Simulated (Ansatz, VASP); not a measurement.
LiF: VASP beside Ansatz

```
Li F
1.0
     0.00000    2.12595    2.14461
     2.12595    0.00000    2.14461
     2.12595    2.12595    0.00000
Li F
1 1
Direct
  0.00000 0.00000 0.00000
  0.25000 0.25000 0.25000
```

Change from the starting cell: biaxial_xy strain -0.9%.

Alike in both runs: task single point; functional r2SCAN; k mesh 10 × 10 × 10; no spin polarisation.

|  | VASP | Ansatz |
| --- | --- | --- |
| version | VASP 6.6.1 | Ansatz 0.2.0 |
| potentials or method | VASP PAW PBE potentials, release 64 (Li_sv, F) | plane waves, PAW |
| plane-wave cutoff (eV) | 520 | 500 |
| occupations | gaussian, width 0.01 eV | fixed |
| valence electrons in the cell | 10 | 10 |

VASP gave:

```
gap on the k mesh at the Fermi level (eV) : 8.85
```

Q: What did Ansatz give for the same quantities?

A: gap on the k mesh at the Fermi level (eV): 8.76.

VASP's potentials were made for PBE, not for r2SCAN.

Noted on VASP's run: the cutoff is short for stress, so the pressure is rough.
